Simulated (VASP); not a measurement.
# CdF2 (Fm-3m) in VASP: a series of runs

The runs below take CdF2 through single point, with PBEsol.

Program: VASP 6.6.1. These are calculated values, not measurements. Logs are shortened: lines on timing, memory, paths and dates and some standing lists are left out, and cuts for length are marked.

### 1 The cell of the first run

The structure is cubic, space group Fm-3m (No. 225). The conventional cell has a = 5.196 Å, b = 5.196 Å, c = 5.196 Å, α = 90.00°, β = 90.00°, γ = 90.00°. Within 3.0 Å of Cd (site symmetry m-3m) lie 8 F at 2.25 Å. Within 3.0 Å of F (site symmetry -43m) lie 4 Cd at 2.25 Å and 6 F at 2.60 Å.

### 2 Single point, PBEsol

INCAR

```
SYSTEM = CdF2
PREC = Accurate
ENCUT = 520
EDIFF = 1E-6
ISMEAR = 0
SIGMA = 0.01
LREAL = .FALSE.
LASPH = .TRUE.
NELM = 80
ALGO = Normal
ISIF = 2
LWAVE = .FALSE.
LCHARG = .FALSE.
GGA = PS
NBANDS = 20
```

KPOINTS

```
regular mesh
0
G
  8 8 8
  0 0 0
```

POSCAR

```
CdF2
1.0
    2.5977703678      2.5977703678      0.0000000000
   -2.5977703678      2.5977703678      0.0000000000
    0.0000000000      2.5977703678      2.5977703678
Cd F
1 2
Direct
    0.0000000000      0.0000000000      0.0000000000
    0.2500000000      0.7500000000      0.5000000000
    0.7500000000      0.2500000000      0.5000000000
```

Potentials or basis: VASP PAW PBE potentials, release 64 (Cd, F).

Started as:

```
cat potpaw_PBE.64/Cd/POTCAR potpaw_PBE.64/F/POTCAR > POTCAR
mpirun -np 1 vasp_std > vasp.out
```

OUTCAR:

```text
SYSTEM = CdF2
   PREC = Accurate
   ENCUT = 520
   EDIFF = 1E-6
   ISMEAR = 0
   LREAL = .FALSE.
   LASPH = .TRUE.
   NELM = 80
   ISIF = 2
   GGA = PS

 ion  position               nearest neighbor table
   1  0.000  0.000  0.000-   3 2.25   2 2.25   2 2.25   3 2.25   2 2.25   3 2.25   3 2.25   2 2.25

   2  0.250  0.750  0.500-   1 2.25   1 2.25   1 2.25   1 2.25
   3  0.750  0.250  0.500-   1 2.25   1 2.25   1 2.25   1 2.25

  LATTYP: Found a face centered cubic cell.
 ALAT       =     5.1955407356

  Lattice vectors:

 A1 = (   0.0000000000,   2.5977703678,   2.5977703678)
 A2 = (   2.5977703678,   0.0000000000,   2.5977703678)
 A3 = (   2.5977703678,   2.5977703678,   0.0000000000)

Analysis of symmetry for initial positions (statically):
=====================================================================
 Subroutine PRICEL returns:
 Original cell was already a primitive cell.

 Routine SETGRP: Setting up the symmetry group for a
 face centered cubic supercell.

 Subroutine GETGRP returns: Found 48 space group operations
 (whereof 48 operations were pure point group operations)
 out of a pool of 48 trial point group operations.

The static configuration has the point symmetry O_h .

Analysis of symmetry for dynamics (positions and initial velocities):
=====================================================================
 Subroutine PRICEL returns:
 Original cell was already a primitive cell.

 Routine SETGRP: Setting up the symmetry group for a
 face centered cubic supercell.

 Subroutine GETGRP returns: Found 48 space group operations
 (whereof 48 operations were pure point group operations)
 out of a pool of 48 trial point group operations.

The dynamic configuration has the point symmetry O_h .

 Subroutine INISYM returns: Found 48 space group operations
 (whereof 48 operations are pure point group operations),
 and found     1 'primitive' translations

----------------------------------------------------------------------------------------

                                     Primitive cell

  volume of cell :      35.0616

  direct lattice vectors                    reciprocal lattice vectors
     2.597770368  2.597770368  0.000000000     0.192472747  0.192472747 -0.192472747
    -2.597770368  2.597770368  0.000000000    -0.192472747  0.192472747 -0.192472747
     0.000000000  2.597770368  2.597770368     0.000000000  0.000000000  0.384945495

  length of vectors
     3.673802086  3.673802086  3.673802086     0.333372578  0.333372578  0.384945495

  position of ions in fractional coordinates (direct lattice)
     0.000000000  0.000000000  0.000000000
     0.250000000  0.750000000  0.500000000
     0.750000000  0.250000000  0.500000000

  ion indices of the primitive-cell ions
   primitive index   ion index
                 1           1
                 2           2
                 3           3

----------------------------------------------------------------------------------------

 KPOINTS: regular mesh

Automatic generation of k-mesh.
 Grid dimensions read from file:
 generate k-points for:    8    8    8

 Generating k-lattice:

  Cartesian coordinates                     Fractional coordinates (reciprocal lattice)
     0.024059093  0.024059093 -0.024059093     0.125000000  0.000000000  0.000000000
    -0.024059093  0.024059093 -0.024059093     0.000000000  0.125000000  0.000000000
     0.000000000  0.000000000  0.048118187     0.000000000  0.000000000  0.125000000

  Length of vectors
     0.041671572  0.041671572  0.048118187

  Shift w.r.t. Gamma in fractional coordinates (k-lattice)
     0.000000000  0.000000000  0.000000000

 Subroutine IBZKPT returns following result:
 ===========================================

 Found     29 irreducible k-points:

 Following reciprocal coordinates:
            Coordinates               Weight
  0.000000  0.000000  0.000000      1.000000
  0.125000  0.000000  0.000000      8.000000
  0.250000  0.000000  0.000000      8.000000
  0.375000  0.000000  0.000000      8.000000
  0.500000  0.000000  0.000000      4.000000
  0.125000  0.125000  0.000000     12.000000
[... 16 lines left out ...]
  0.375000  0.250000  0.125000     48.000000
  0.500000  0.250000  0.125000     24.000000
 [... further k-points ...]
   k-points           NKPTS =     29   k-points in BZ     NKDIM =     29   number of bands    NBANDS=     20
   number of dos      NEDOS =    301   number of ions     NIONS =      3
   total plane-waves  NPLWV =  21952
   dimension x,y,z NGX =    28 NGY =   28 NGZ =   28
   dimension x,y,z NGXF=    56 NGYF=   56 NGZF=   56
   ions per type =               1   2
   NGX,Y,Z   is equivalent  to a cutoff of  12.67, 12.67, 12.67 a.u.
   NGXF,Y,Z  is equivalent  to a cutoff of  25.34, 25.34, 25.34 a.u.
 SYSTEM =  CdF2
   PREC   = accura    normal or accurate (medium, high low for compatibility)
   ISTART =      0    job   : 0-new  1-cont  2-samecut
   ICHARG =      2    charge: 1-file 2-atom 10-const
   ISPIN  =      1    spin polarized calculation?
   LNONCOLLINEAR =      F non collinear calculations
   LSORBIT =      F    spin-orbit coupling
   LASPH  =      T    aspherical Exc in radial PAW
   ENCUT  =  520.0 eV  38.22 Ry    6.18 a.u.   6.83  6.83  6.83*2*pi/ulx,y,z
   NELM   =     80;   NELMIN=  2; NELMDL= -5     # of ELM steps
   EDIFF  = 0.1E-05   stopping-criterion for ELM
   LREAL  =      F    real-space projection
   EDIFFG = 0.1E-04   stopping-criterion for IOM
   NSW    =      0    number of steps for IOM
   IBRION =     -1    ionic relax: 0-MD 1-quasi-New 2-CG
   NFREE  =      0    steps in history (QN), initial steepest desc. (CG)
   ISIF   =      2    stress and relaxation
   ISYM   =      2    0-nonsym 1-usesym 2-fastsym
   POTIM  = 0.5000    time-step for ionic-motion
   TEBEG  =    0.0;   TEEND  =   0.0 temperature during run
   PSTRESS=    0.0 pullay stress
   NELECT =      26.0000    total number of electrons
   NUPDOWN=      -1.0000    fix difference up-down
   EMIN   =  10.00;   EMAX   =-10.00  energy-range for DOS
   EFERMI =   0.00;   METHOD = LEGACY
   ISMEAR =     0;   SIGMA  =   0.01  broadening in eV -4-tet -1-fermi 0-gaus
   EFERMI_NEDOS =   21; number of points for ismear=-14 and -15
   IALGO  =     38    algorithm
   IMIX   =      4    mixing-type and parameters
     AMIX     =   0.40;   BMIX     =  1.00
     AMIX_MAG =   1.60;   BMIX_MAG =  1.00
  volume/ion in A,a.u.               =      11.69        78.87
  Fermi-wavevector in a.u.,A,eV,Ry     =   1.481796  2.800189 29.874590  2.195720
  Thomas-Fermi vector in A             =   2.595662
   LORBIT       =      0    0 simple, 1 ext, 2 COOP (PROOUT), +10 PAW based schemes
   GGA     = PS    functional components
   LHFCALC =     F    Hartree Fock is set to
   AEXX    =    0.0000 exact exchange contribution
   IVDW    =     0    specifies the selected vdW correction
   LEPSILON=     F    determine dielectric tensor
   LRPA    =     F    only Hartree local field effects (RPA)
 non-spin polarized calculation
 Gauss-broadening in eV      SIGMA  =   0.01
  energy-cutoff  :      520.00
  volume of cell :       35.06
 maximum number of plane-waves:       960
   NGX = 13   NGY = 13   NGZ = 13

 number of electron      26.0000011 magnetization

 Free energy of the ion-electron system (eV)
  ---------------------------------------------------
  ext. energy  EPLUGINS =         0.00000000
  ---------------------------------------------------
  free energy    TOTEN  =       -11.38925849 eV

  energy without entropy =      -11.38925849  energy(sigma->0) =      -11.38925849

 E-fermi :  -0.4130     XC(G=0): -11.3306

 val. band max:       -0.5348250057   @ k =   0.5000   0.5000   0.2500
 cond. band min:       2.7413512555   @ k =   0.0000   0.0000   0.0000
 fundamental gap:      3.2761762612
 Fermi energy:        -0.4130120596

 k-point     1 :       0.0000    0.0000    0.0000
  band No.  band energies     occupation
      1     -21.9509      2.00000
      2     -20.4622      2.00000
      3      -6.6380      2.00000
      4      -6.6380      2.00000
      5      -6.6380      2.00000
      6      -4.8415      2.00000
[... 12 lines left out ...]
     19      19.9054      0.00000
     20      19.9054      0.00000

 k-point     2 :       0.1250    0.0000    0.0000
  band No.  band energies     occupation
      1     -21.8843      2.00000
      2     -20.5239      2.00000
      3      -6.5605      2.00000
      4      -6.5605      2.00000
      5      -6.4208      2.00000
      6      -4.8757      2.00000
[... 12 lines left out ...]
     19      19.5379      0.00000
     20      19.5379      0.00000

 k-point     3 :       0.2500    0.0000    0.0000
  band No.  band energies     occupation
      1     -21.7036      2.00000
      2     -20.6900      2.00000
      3      -6.3769      2.00000
      4      -6.3769      2.00000
      5      -5.8285      2.00000
      6      -4.9126      2.00000
[... 12 lines left out ...]
     19      18.8907      0.00000
     20      19.9736      0.00000

 k-point     4 :       0.3750    0.0000    0.0000
  band No.  band energies     occupation
      1     -21.4567      2.00000
      2     -20.9159      2.00000
      3      -6.2170      2.00000
      4      -6.2170      2.00000
      5      -5.0332      2.00000
      6      -4.8371      2.00000
[... 12 lines left out ...]
     19      18.3923      0.00000
     20      19.3857      0.00000

 k-point     5 :       0.5000    0.0000    0.0000
  band No.  band energies     occupation
      1     -21.2400      2.00000
      2     -21.1228      2.00000
      3      -6.1654      2.00000
      4      -6.1654      2.00000
      5      -4.7451      2.00000
      6      -4.7451      2.00000
[... 12 lines left out ...]
     19      18.1951      0.00000
     20      18.9606      0.00000
[... 353 lines left out ...]
      6      -4.6764      2.00000
[... 12 lines left out ...]
     19      19.8361      0.00000
     20      21.1431      0.00000

 k-point    22 :       0.2500    0.2500    0.1250
  band No.  band energies     occupation
      1     -21.5750      2.00000
      2     -20.7938      2.00000
      3      -6.2352      2.00000
      4      -6.1367      2.00000
      5      -5.4053      2.00000
      6      -5.3635      2.00000
[... 12 lines left out ...]
     19      19.5150      0.00000
     20      22.3431      0.00000

 k-point    23 :       0.3750    0.2500    0.1250
  band No.  band energies     occupation
      1     -21.3752      2.00000
      2     -20.9661      2.00000
      3      -6.1336      2.00000
      4      -5.9213      2.00000
      5      -5.3469      2.00000
      6      -4.8882      2.00000
[... 12 lines left out ...]
     19      18.9719      0.00000
     20      22.1756      0.00000

 k-point    24 :       0.5000    0.2500    0.1250
  band No.  band energies     occupation
      1     -21.1939      2.00000
      2     -21.1351      2.00000
      3      -6.0992      2.00000
      4      -5.8697      2.00000
      5      -5.1111      2.00000
      6      -4.9511      2.00000
[... 12 lines left out ...]
     19      18.7369      0.00000
     20      22.3641      0.00000

 [... further k-points ...]

------------------------ aborting loop because EDIFF is reached ----------------------------------------

  FORCE on cell =-STRESS in cart. coord.  units (eV):
  Direction    XX          YY          ZZ          XY          YZ          ZX
  --------------------------------------------------------------------------------------
  -------------------------------------------------------------------------------------
  Total        3.6099476      3.6099476      3.6099476      0.0000000     -0.0000000      0.0000000
  in kB      164.9602131    164.9602131    164.9602131      0.0000000     -0.0000000      0.0000000
  external PRESSURE =     164.9602131 kB  Pullay stress =       0.0000000 kB

 VOLUME and BASIS-vectors are now :
 -----------------------------------------------------------------------------
  energy-cutoff  :      520.00
  volume of cell :       35.06
      direct lattice vectors                 reciprocal lattice vectors
     2.597770368  2.597770368  0.000000000     0.192472747  0.192472747 -0.192472747
    -2.597770368  2.597770368  0.000000000    -0.192472747  0.192472747 -0.192472747
     0.000000000  2.597770368  2.597770368     0.000000000  0.000000000  0.384945495

 POSITION                                       TOTAL-FORCE (eV/Angst)
 -----------------------------------------------------------------------------------
      0.00000      0.00000      0.00000        -0.000000     -0.000000      0.000000
     -1.29889      3.89666      1.29889        -0.000000      0.000000     -0.000000
      1.29889      3.89666      1.29889         0.000000      0.000000      0.000000
 -----------------------------------------------------------------------------------
    total drift:                                0.000000      0.000000     -0.000000

  FREE ENERGIE OF THE ION-ELECTRON SYSTEM (eV)
  ---------------------------------------------------
  free  energy   TOTEN  =       -11.3892584891 eV

  energy  without entropy=      -11.3892584891  energy(sigma->0) =      -11.38925849
```

Run time: 52 s. Hardware: 1 thread of AMD EPYC 7R13, shared host; peak memory 0.13 GiB.

Results:

```
Free energy            : -11.3893 eV
Pressure               : 16.5 GPa
Band gap on the k mesh : 3.28 eV (least direct gap 3.60 eV)
```

Levels at points of the mesh, in eV from the valence-band top:
| k point | band 11 | band 12 | band 13 | band 14 | band 15 | band 16 |
| --- | --- | --- | --- | --- | --- | --- |
| (0.00, 0.00, 0.00) | -0.33 | -0.33 | -0.33 | 3.28 | 12.97 | 12.97 |
| (0.50, 0.00, 0.00) | -2.35 | -0.30 | -0.30 | 7.89 | 9.28 | 15.26 |
| (0.50, 0.50, 0.00) | -0.76 | -0.11 | -0.11 | 8.76 | 10.06 | 11.86 |

Caveat: the cell stands under pressure; the PAW data sets were made with another functional, which shifts forces and pressure a little. A k mesh can miss the band edges.

### 3 Single point, PBEsol

INCAR

```
ALGO = Normal
EDIFF = 1E-7
ENCUT = 520
GGA = PS
ISIF = 2
ISMEAR = 0
LASPH = T
LCHARG = F
LREAL = F
LWAVE = F
NBANDS = 20
NELM = 80
PREC = Accurate
SIGMA = 0.01
```

KPOINTS

```
k-points
0
Gamma
  8 8 8
```

POSCAR is that of step 2.

Potentials or basis: VASP PAW PBE potentials, release 64 (Cd, F).

Started as:

```
cat potpaw_PBE.64/Cd/POTCAR potpaw_PBE.64/F/POTCAR > POTCAR
mpirun -np 1 vasp_std > vasp.out
```

It took 61 s on 1 thread of AMD EPYC 7R13, shared host; peak memory 0.13 GiB.

Results (log left out):

```
Free energy            : -11.3893 eV
Pressure               : 16.5 GPa
Band gap on the k mesh : 3.28 eV (least direct gap 3.60 eV)
```

Levels at points of the mesh, in eV from the valence-band top:
| k point | band 10 | band 11 | band 12 | band 13 | band 14 | band 15 | band 16 | band 17 |
| --- | --- | --- | --- | --- | --- | --- | --- | --- |
| (0.00, 0.00, 0.00) | -1.31 | -0.33 | -0.33 | -0.33 | 3.28 | 12.97 | 12.97 | 12.97 |
| (0.50, 0.00, 0.00) | -2.35 | -2.35 | -0.30 | -0.30 | 7.89 | 9.28 | 15.26 | 15.26 |
| (0.50, 0.50, 0.00) | -3.20 | -0.76 | -0.11 | -0.11 | 8.76 | 10.06 | 11.86 | 15.09 |

Caveat: the cell stands under pressure; the PAW data sets were made with another functional, which shifts forces and pressure a little. A k mesh can miss the band edges.

### 4 Single point, PBEsol

This run uses another cell than the first one, of 12.05 Å³/atom.

INCAR

```
SYSTEM = CdF2
PREC = Accurate
ENCUT = 520
EDIFF = 1E-6
ISMEAR = 0
SIGMA = 0.01
LREAL = .False.
LASPH = .True.
NELM = 80
ALGO = Normal
ISIF = 2
LWAVE = .False.
LCHARG = .False.
GGA = PS
NBANDS = 20
```

KPOINTS

```
Automatic mesh
0
Gamma
  8 8 8
  0 0 0
```

POSCAR

```
CdF2
1.0
    2.6240418232      2.6240418232      0.0000000000
   -2.6240418232      2.6240418232      0.0000000000
    0.0000000000      2.6240418232      2.6240418232
Cd F
1 2
Direct
    0.0000000000      0.0000000000      0.0000000000
    0.2500000000      0.7500000000      0.5000000000
    0.7500000000      0.2500000000      0.5000000000
```

Started as:

```
cat potpaw_PBE.64/Cd/POTCAR potpaw_PBE.64/F/POTCAR > POTCAR
mpirun -np 1 vasp_std > vasp.out
```

Run time: 58 s. Hardware: 1 thread of AMD EPYC 7R13, shared host; peak memory 0.13 GiB.

Results (log left out):

| Item | Value |
| --- | --- |
| Free energy | -11.4845 eV |
| Pressure | 11.3 GPa |
| Band gap on the k mesh | 3.17 eV (least direct gap 3.55 eV) |

Levels at points of the mesh, in eV from the valence-band top:
| k point | band 11 | band 12 | band 13 | band 14 | band 15 | band 16 |
| --- | --- | --- | --- | --- | --- | --- |
| (0.00, 0.00, 0.00) | -0.38 | -0.38 | -0.38 | 3.17 | 12.84 | 12.84 |
| (0.50, 0.00, 0.00) | -2.21 | -0.33 | -0.33 | 7.65 | 9.20 | 15.00 |
| (0.50, 0.50, 0.00) | -0.68 | -0.10 | -0.10 | 8.52 | 9.89 | 11.82 |

Caveat: the cell stands under pressure; the PAW data sets were made with another functional, which shifts forces and pressure a little. A k mesh can miss the band edges.

### 5 Single point, PBEsol

This run uses another cell than the first one, of 12.05 Å³/atom.

INCAR

```
ALGO = Normal ; EDIFF = 1E-6
ENCUT = 520 ; GGA = PS
ISIF = 2 ; ISMEAR = 0
LASPH = T ; LCHARG = F
LREAL = F ; LWAVE = F
NBANDS = 20 ; NELM = 100
PREC = Accurate ; SIGMA = 0.01
```

KPOINTS

```
k-points
0
Gamma
  8 8 8
```

POSCAR is that of step 4.

Started as:

```
cat potpaw_PBE.64/Cd/POTCAR potpaw_PBE.64/F/POTCAR > POTCAR
mpirun -np 1 vasp_std > vasp.out
```

Run time: 58 s. Hardware: 1 thread of AMD EPYC 7R13, shared host; peak memory 0.13 GiB.

The run converged. Its results:

```yaml
Free_energy: -11.4845 eV
Pressure: 11.3 GPa
Band_gap_on_the_k_mesh: 3.17 eV (least direct gap 3.55 eV)
```

Levels at points of the mesh, in eV from the valence-band top:
```tsv
k point	band 9	band 10	band 11	band 12	band 13	band 14	band 15	band 16	band 17	band 18
(0.00, 0.00, 0.00)	-1.22	-1.22	-0.38	-0.38	-0.38	3.17	12.84	12.84	12.84	18.07
(0.50, 0.00, 0.00)	-2.71	-2.21	-2.21	-0.33	-0.33	7.65	9.20	15.00	15.00	18.53
(0.50, 0.50, 0.00)	-3.47	-3.18	-0.68	-0.10	-0.10	8.52	9.89	11.82	14.82	14.82
```

Caveat: the cell stands under pressure; the PAW data sets were made with another functional, which shifts forces and pressure a little. A k mesh can miss the band edges.
